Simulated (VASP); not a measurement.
# Cu (I4/mmm) in VASP: notebook

Runs on Cu. Level: PBE. Tasks: single point.

Everything below comes from runs of VASP 6.6.1. Logs are shortened: lines on timing, memory, paths and dates and some standing lists are left out, and cuts for length are marked.

### 1 The cell of the first run

Symmetry: I4/mmm, No. 139, tetragonal system. Conventional cell: a = 2.886 Å, b = 2.886 Å, c = 2.752 Å, α = 90.00°, β = 90.00°, γ = 90.00°. Within 3.2 Å of Cu (site symmetry 4/mmm) lie 14 Cu at 2.46 to 2.89 Å.

### 2 Single point, PBE

INCAR

```
SYSTEM = Cu
ALGO = Normal
EDIFF = 1E-6
ENCUT = 520
GGA = PE
ISIF = 2
ISMEAR = 0
LASPH = .True.
LCHARG = .False.
LREAL = .False.
LWAVE = .False.
NBANDS = 12
NELM = 60
PREC = Accurate
SIGMA = 0.018000000000000002
```

KPOINTS

```
k-points
0
Gamma
  13 13 13
  0 0 0
```

POSCAR

```
Cu
1.0
   -1.4427933200      1.4427933200      1.3760814500
    1.4427933200     -1.4427933200      1.3760814500
    1.4427933200      1.4427933200     -1.3760814500
Cu
1
Direct
    0.0000000000      0.0000000000      0.0000000000
```

Potentials or basis: VASP PAW PBE potentials, release 64 (Cu).

Run with:

```console
$ cat potpaw_PBE.64/Cu/POTCAR > POTCAR
$ mpirun -np 1 vasp_std > vasp.out
```

OUTCAR:

```text
SYSTEM = Cu
   EDIFF = 1E-6
   ENCUT = 520
   GGA = PE
   ISIF = 2
   ISMEAR = 0
   LASPH = .True.
   LREAL = .False.
   NELM = 60
   PREC = Accurate

 ion  position               nearest neighbor table
   1  0.000  0.000  0.000-

  LATTYP: Found a body centered tetragonal cell.
 ALAT       =     2.8855866400
 C/A-ratio  =     0.9537620052

  Lattice vectors:

 A1 = (  -1.4427933200,   1.4427933200,   1.3760814500)
 A2 = (   1.4427933200,  -1.4427933200,   1.3760814500)
 A3 = (   1.4427933200,   1.4427933200,  -1.3760814500)

Analysis of symmetry for initial positions (statically):
=====================================================================
 Subroutine PRICEL returns:
 Original cell was already a primitive cell.

 Routine SETGRP: Setting up the symmetry group for a
 body centered tetragonal supercell.

 Subroutine GETGRP returns: Found 16 space group operations
 (whereof 16 operations were pure point group operations)
 out of a pool of 16 trial point group operations.

The static configuration has the point symmetry D_4h.

Analysis of symmetry for dynamics (positions and initial velocities):
=====================================================================
 Subroutine PRICEL returns:
 Original cell was already a primitive cell.

 Routine SETGRP: Setting up the symmetry group for a
 body centered tetragonal supercell.

 Subroutine GETGRP returns: Found 16 space group operations
 (whereof 16 operations were pure point group operations)
 out of a pool of 16 trial point group operations.

The dynamic configuration has the point symmetry D_4h.

 Subroutine INISYM returns: Found 16 space group operations
 (whereof 16 operations are pure point group operations),
 and found     1 'primitive' translations

----------------------------------------------------------------------------------------

                                     Primitive cell

  volume of cell :      11.4581

  direct lattice vectors                    reciprocal lattice vectors
    -1.442793320  1.442793320  1.376081450     0.000000000  0.346549983  0.363350585
     1.442793320 -1.442793320  1.376081450     0.346549983  0.000000000  0.363350585
     1.442793320  1.442793320 -1.376081450     0.346549983  0.346549983  0.000000000

  length of vectors
     2.461078074  2.461078074  2.461078074     0.502116060  0.502116060  0.490095685
[... 77 lines left out ...]
   ENCUT  =  520.0 eV  38.22 Ry    6.18 a.u.   4.58  4.58  4.58*2*pi/ulx,y,z
   NELM   =     60;   NELMIN=  2; NELMDL= -5     # of ELM steps
   EDIFF  = 0.1E-05   stopping-criterion for ELM
   LREAL  =      F    real-space projection
[... 7 lines left out ...]
   TEBEG  =    0.0;   TEEND  =   0.0 temperature during run
   PSTRESS=    0.0 pullay stress
   NELECT =      11.0000    total number of electrons
   NUPDOWN=      -1.0000    fix difference up-down
   EMIN   =  10.00;   EMAX   =-10.00  energy-range for DOS
   EFERMI =   0.00;   METHOD = LEGACY
   ISMEAR =     0;   SIGMA  =   0.02  broadening in eV -4-tet -1-fermi 0-gaus
   EFERMI_NEDOS =   21; number of points for ismear=-14 and -15
   IALGO  =     38    algorithm
   IMIX   =      4    mixing-type and parameters
     AMIX     =   0.40;   BMIX     =  1.00
     AMIX_MAG =   1.60;   BMIX_MAG =  1.00
  volume/ion in A,a.u.               =      11.46        77.32
  Fermi-wavevector in a.u.,A,eV,Ry     =   1.614984  3.051878 35.486359  2.608174
  Thomas-Fermi vector in A             =   2.709805
   LORBIT       =      0    0 simple, 1 ext, 2 COOP (PROOUT), +10 PAW based schemes
   GGA     = PE    functional components
   LHFCALC =     F    Hartree Fock is set to
   AEXX    =    0.0000 exact exchange contribution
   IVDW    =     0    specifies the selected vdW correction
   LEPSILON=     F    determine dielectric tensor
   LRPA    =     F    only Hartree local field effects (RPA)
 non-spin polarized calculation
 Gauss-broadening in eV      SIGMA  =   0.02
  energy-cutoff  :      520.00
  volume of cell :       11.46
 maximum number of plane-waves:       323
   NGX =  9   NGY =  9   NGZ =  9

 number of electron      10.9999998 magnetization

 Free energy of the ion-electron system (eV)
  ---------------------------------------------------
  ext. energy  EPLUGINS =         0.00000000
  ---------------------------------------------------
  free energy    TOTEN  =        -3.68254066 eV

  energy without entropy =       -3.68245534  energy(sigma->0) =       -3.68249800

 E-fermi :   7.9076     XC(G=0): -12.9033

 val. band max:        7.9042023202   @ k =  -0.0769  -0.4615   0.0769
 cond. band min:       7.9311716035   @ k =  -0.2308   0.4615   0.0769
 fundamental gap:      0.0269692832
 Fermi energy:         7.9076142612

 k-point     1 :       0.0000    0.0000    0.0000
  band No.  band energies     occupation
      1      -1.6114      2.00000
      2       4.6488      2.00000
      3       4.8439      2.00000
      4       4.8439      2.00000
      5       5.7144      2.00000
      6       5.9208      2.00000
      7      32.8392      0.00000
      8      32.8393      0.00000
      9      34.0845      0.00000
     10      36.9096      0.00000
     11      36.9096      0.00000
     12      36.9230      0.00000
[... 331 lines left out ...]
 k-point    24 :       0.4615    0.1538    0.0000
  band No.  band energies     occupation
      1       3.1255      2.00000
      2       4.0280      2.00000
      3       5.1426      2.00000
      4       5.7979      2.00000
      5       6.1390      2.00000
      6       8.8620      0.00000
      7      13.5161      0.00000
      8      20.2082      0.00000
      9      25.3406      0.00000
     10      31.7301      0.00000
     11      37.4967      0.00000
     12      39.8746      0.00000

 [... further k-points ...]

------------------------ aborting loop because EDIFF is reached ----------------------------------------

  FORCE on cell =-STRESS in cart. coord.  units (eV):
  Direction    XX          YY          ZZ          XY          YZ          ZX
  --------------------------------------------------------------------------------------
  -------------------------------------------------------------------------------------
  Total        0.5617138      0.5617138      0.5577450      0.0000000     -0.0000000     -0.0000000
  in kB       78.5440557     78.5440557     77.9890984      0.0000000     -0.0000000     -0.0000000
  external PRESSURE =      78.3590699 kB  Pullay stress =       0.0000000 kB

 VOLUME and BASIS-vectors are now :
 -----------------------------------------------------------------------------
  energy-cutoff  :      520.00
  volume of cell :       11.46
      direct lattice vectors                 reciprocal lattice vectors
    -1.442793320  1.442793320  1.376081450     0.000000000  0.346549983  0.363350585
     1.442793320 -1.442793320  1.376081450     0.346549983  0.000000000  0.363350585
     1.442793320  1.442793320 -1.376081450     0.346549983  0.346549983  0.000000000

 POSITION                                       TOTAL-FORCE (eV/Angst)
 -----------------------------------------------------------------------------------
      0.00000      0.00000      0.00000         0.000000      0.000000     -0.000000
 -----------------------------------------------------------------------------------
    total drift:                                0.000000     -0.000000      0.000000

  FREE ENERGIE OF THE ION-ELECTRON SYSTEM (eV)
  ---------------------------------------------------
  free  energy   TOTEN  =        -3.6825406570 eV

  energy  without entropy=       -3.6824553377  energy(sigma->0) =       -3.68249800
```

OSZICAR:

```text
N       E                     dE             d eps       ncg     rms          rms(c)
DAV:   1     0.424573028544E+02    0.42457E+02   -0.54729E+03  5264   0.156E+03
DAV:   2    -0.328018919685E+01   -0.45737E+02   -0.42428E+02  4876   0.206E+02
DAV:   3    -0.457700233324E+01   -0.12968E+01   -0.12864E+01  5496   0.395E+01
DAV:   4    -0.458484571500E+01   -0.78434E-02   -0.78424E-02  5292   0.272E+00
DAV:   5    -0.458491902798E+01   -0.73313E-04   -0.73312E-04  5524   0.268E-01    0.760E+00
DAV:   6    -0.402418557878E+01    0.56073E+00   -0.13336E+01  5488   0.702E+01    0.364E+00
DAV:   7    -0.369679212250E+01    0.32739E+00   -0.20601E+00  5520   0.274E+01    0.652E-01
DAV:   8    -0.368341099365E+01    0.13381E-01   -0.57899E-03  6056   0.744E-01    0.222E-01
DAV:   9    -0.368254217818E+01    0.86882E-03   -0.53133E-03  6108   0.127E+00    0.348E-02
DAV:  10    -0.368254071476E+01    0.14634E-05   -0.38927E-05  6872   0.104E-01    0.155E-02
DAV:  11    -0.368254065696E+01    0.57794E-07   -0.43786E-06  5616   0.439E-02
   1 F= -.36825407E+01 E0= -.36824980E+01  d E =-.853192E-04
```

Run time: 12 s. Hardware: 1 thread of AMD EPYC 9R45 (Zen 5), shared host; peak memory 0.11 GiB.

Results:

```
Free energy            : -3.6825 eV
Pressure               : 7.8 GPa
Band gap on the k mesh : zero (an odd number of electrons rules out a gap without spin polarisation)
```

Levels at points of the mesh, in eV from the Fermi level:
```csv
k point,band 3,band 4,band 5,band 6,band 7,band 8,band 9,band 10
"(0.00, 0.00, 0.00)",-3.06,-3.06,-2.19,-1.99,24.93,24.93,26.18,29.00
```

Caveat: the cell stands under pressure.

### 3 Single point, PBE

INCAR

```
ALGO = Fast ; EDIFF = 1E-6
ENCUT = 520 ; GGA = PE
ISIF = 2 ; ISMEAR = 0
LASPH = T ; LCHARG = T
LELF = T ; LREAL = F
LVHAR = T ; LWAVE = F
NBANDS = 12 ; NELM = 80
PREC = Accurate ; SIGMA = 0.020999999999999998
```

KPOINTS

```
k-points
0
Gamma
  13 13 13
```

POSCAR is that of step 2.

Potentials or basis: VASP PAW PBE potentials, release 64 (Cu).

Run with:

```console
$ cat potpaw_PBE.64/Cu/POTCAR > POTCAR
$ mpirun -np 1 vasp_std > vasp.out
```

OUTCAR:

```text
EDIFF = 1E-6
   ENCUT = 520
   GGA = PE
   ISIF = 2
   ISMEAR = 0
   LASPH = T
   LREAL = F
   NELM = 80
   PREC = Accurate

 ion  position               nearest neighbor table
   1  0.000  0.000  0.000-

  LATTYP: Found a body centered tetragonal cell.
 ALAT       =     2.8855866400
 C/A-ratio  =     0.9537620052

  Lattice vectors:

 A1 = (  -1.4427933200,   1.4427933200,   1.3760814500)
 A2 = (   1.4427933200,  -1.4427933200,   1.3760814500)
 A3 = (   1.4427933200,   1.4427933200,  -1.3760814500)

Analysis of symmetry for initial positions (statically):
=====================================================================
 Subroutine PRICEL returns:
 Original cell was already a primitive cell.

 Routine SETGRP: Setting up the symmetry group for a
 body centered tetragonal supercell.

 Subroutine GETGRP returns: Found 16 space group operations
 (whereof 16 operations were pure point group operations)
 out of a pool of 16 trial point group operations.

The static configuration has the point symmetry D_4h.

Analysis of symmetry for dynamics (positions and initial velocities):
=====================================================================
 Subroutine PRICEL returns:
 Original cell was already a primitive cell.

 Routine SETGRP: Setting up the symmetry group for a
 body centered tetragonal supercell.

 Subroutine GETGRP returns: Found 16 space group operations
 (whereof 16 operations were pure point group operations)
 out of a pool of 16 trial point group operations.

The dynamic configuration has the point symmetry D_4h.

 Subroutine INISYM returns: Found 16 space group operations
 (whereof 16 operations are pure point group operations),
 and found     1 'primitive' translations

----------------------------------------------------------------------------------------

                                     Primitive cell

  volume of cell :      11.4581

  direct lattice vectors                    reciprocal lattice vectors
[... 113 lines left out ...]
   IVDW    =     0    specifies the selected vdW correction
   LEPSILON=     F    determine dielectric tensor
   LRPA    =     F    only Hartree local field effects (RPA)
 non-spin polarized calculation
 RMM-DIIS sequential band-by-band and
 Gauss-broadening in eV      SIGMA  =   0.02
  energy-cutoff  :      520.00
  volume of cell :       11.46
 maximum number of plane-waves:       323
   NGX =  9   NGY =  9   NGZ =  9

 number of electron      10.9999998 magnetization

 Free energy of the ion-electron system (eV)
  ---------------------------------------------------
  ext. energy  EPLUGINS =         0.00000000
  ---------------------------------------------------
  free energy    TOTEN  =        -3.68255613 eV

  energy without entropy =       -3.68243883  energy(sigma->0) =       -3.68249748

 E-fermi :   7.9079     XC(G=0): -12.9033

 val. band max:        7.9040485145   @ k =  -0.0769  -0.4615   0.0769
 cond. band min:       7.9308093451   @ k =  -0.2308   0.4615   0.0769
 fundamental gap:      0.0267608305
 Fermi energy:         7.9078873539

 k-point     1 :       0.0000    0.0000    0.0000
  band No.  band energies     occupation
      1      -1.6114      2.00000
      2       4.6483      2.00000
      3       4.8435      2.00000
      4       4.8435      2.00000
      5       5.7140      2.00000
      6       5.9201      2.00000
      7      32.8392      0.00000
      8      32.8392      0.00000
      9      34.0845      0.00000
     10      36.9096      0.00000
     11      36.9138      0.00000
     12      36.9229      0.00000
[... 331 lines left out ...]
 k-point    24 :       0.4615    0.1538    0.0000
  band No.  band energies     occupation
      1       3.1252      2.00000
      2       4.0275      2.00000
      3       5.1423      2.00000
      4       5.7974      2.00000
      5       6.1385      2.00000
      6       8.8617      0.00000
      7      13.5158      0.00000
      8      20.2080      0.00000
      9      25.3405      0.00000
     10      31.7300      0.00000
     11      37.4966      0.00000
     12      39.8745      0.00000

 [... further k-points ...]

------------------------ aborting loop because EDIFF is reached ----------------------------------------

  FORCE on cell =-STRESS in cart. coord.  units (eV):
  Direction    XX          YY          ZZ          XY          YZ          ZX
  --------------------------------------------------------------------------------------
  -------------------------------------------------------------------------------------
  Total        0.5926660      0.5926660      0.5891038      0.0000000     -0.0000000     -0.0000000
  in kB       82.8720825     82.8720825     82.3739707      0.0000000     -0.0000000     -0.0000000
  external PRESSURE =      82.7060452 kB  Pullay stress =       0.0000000 kB

 VOLUME and BASIS-vectors are now :
 -----------------------------------------------------------------------------
  energy-cutoff  :      520.00
  volume of cell :       11.46
      direct lattice vectors                 reciprocal lattice vectors
    -1.442793320  1.442793320  1.376081450     0.000000000  0.346549983  0.363350585
     1.442793320 -1.442793320  1.376081450     0.346549983  0.000000000  0.363350585
     1.442793320  1.442793320 -1.376081450     0.346549983  0.346549983  0.000000000

 POSITION                                       TOTAL-FORCE (eV/Angst)
 -----------------------------------------------------------------------------------
      0.00000      0.00000      0.00000         0.000000     -0.000000     -0.000000
 -----------------------------------------------------------------------------------
    total drift:                                0.000000     -0.000000      0.000000

  FREE ENERGIE OF THE ION-ELECTRON SYSTEM (eV)
  ---------------------------------------------------
  free  energy   TOTEN  =        -3.6825561280 eV

  energy  without entropy=       -3.6824388264  energy(sigma->0) =       -3.68249748
```

OSZICAR:

```text
N       E                     dE             d eps       ncg     rms          rms(c)
DAV:   1     0.424572769864E+02    0.42457E+02   -0.54729E+03  5264   0.156E+03
DAV:   2    -0.328021042227E+01   -0.45737E+02   -0.42428E+02  4876   0.206E+02
DAV:   3    -0.457702663224E+01   -0.12968E+01   -0.12866E+01  5496   0.395E+01
DAV:   4    -0.458486980222E+01   -0.78432E-02   -0.78422E-02  5292   0.272E+00
DAV:   5    -0.458494311278E+01   -0.73311E-04   -0.73311E-04  5524   0.268E-01    0.760E+00
RMM:   6    -0.399429793679E+01    0.59065E+00   -0.29028E+00  5900   0.316E+01    0.408E+00
RMM:   7    -0.369883167699E+01    0.29547E+00   -0.39783E-01  5852   0.113E+01    0.106E+00
RMM:   8    -0.368449724925E+01    0.14334E-01   -0.13463E-02  6044   0.117E+00    0.369E-01
RMM:   9    -0.368244678075E+01    0.20505E-02   -0.44008E-03  6116   0.130E+00    0.276E-02
RMM:  10    -0.368254875998E+01   -0.10198E-03   -0.64136E-04  6329   0.296E-01    0.222E-02
RMM:  11    -0.368256539909E+01   -0.16639E-04   -0.11344E-04  6128   0.189E-01    0.381E-02
RMM:  12    -0.368255449468E+01    0.10904E-04   -0.41424E-05  6542   0.841E-02    0.107E-03
RMM:  13    -0.368255576190E+01   -0.12672E-05   -0.95761E-06  5293   0.275E-02    0.868E-04
RMM:  14    -0.368255612804E+01   -0.36614E-06   -0.81741E-07  3700   0.132E-02
   1 F= -.36825561E+01 E0= -.36824975E+01  d E =-.117302E-03
```

stdout:

```text
POSCAR found type information on POSCAR Cu
 POSCAR found :  1 types and       1 ions
 scaLAPACK will be used
 LDA part: xc-table for (Slater+PW92), standard interpolation
 POSCAR, INCAR and KPOINTS ok, starting setup
 FFT: planning ... GRIDC
 FFT: planning ... GRID_SOFT
 FFT: planning ... GRID
 WAVECAR not read
 entering main loop
```

Wall time 16 s (1 thread of AMD EPYC 9R45 (Zen 5), shared host); peak memory 0.1 GiB.

What came out:

```yaml
Free_energy: -3.6826 eV
Pressure: 8.3 GPa
Band_gap_on_the_k_mesh: zero (an odd number of electrons rules out a gap without spin polarisation)
```

Caveat: the cell stands under pressure.
